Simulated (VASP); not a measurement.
Runs of VASP 6.6.1 on Nb. The structure is that of space group P6_3/mmc (No. 194), or close to it. The cells are those of the table. This isn't the form of Nb at room conditions, which is bcc.

| cell | k mesh | gap on the mesh (eV) | pressure (GPa) |
| --- | --- | --- | --- |
| a = 2.727, b = 2.727, c = 10.080 Å, angles 90.0, 90.0, 120.0°, 4 atoms | 15 × 15 × 4 | none | 17.5 |
| a = 2.804, b = 2.804, c = 10.364 Å, angles 90.0, 90.0, 120.0°, 4 atoms | 12 × 12 × 4 | none | -0.1 |
| a = 2.687, b = 2.687, c = 9.932 Å, angles 90.0, 90.0, 120.0°, 4 atoms | 15 × 15 × 4 | none | 29.2 |
| a = 2.766, b = 2.766, c = 10.224 Å, angles 90.0, 90.0, 120.0°, 4 atoms | 15 × 15 × 4 | none | (a) |
| a = 2.804, b = 2.804, c = 10.364 Å, angles 90.0, 90.0, 120.0°, 4 atoms | 15 × 15 × 4 | none | -0.1 |

Alike in all rows: task single point; level LDA; potentials or basis VASP PAW LDA potentials, release 64 (Nb_sv); no spin polarisation; cutoff (eV) 520; smearing fermi-dirac 0.1 eV.

Question: Fill in the values left out.

Answer: (a) 7.9.

Caveats: the cell stands under pressure (at least some runs).

A k mesh can miss the band edges, and the runs leave out spin-orbit coupling on Nb.

A gap of «none» marks levels without a gap at the run's occupations.
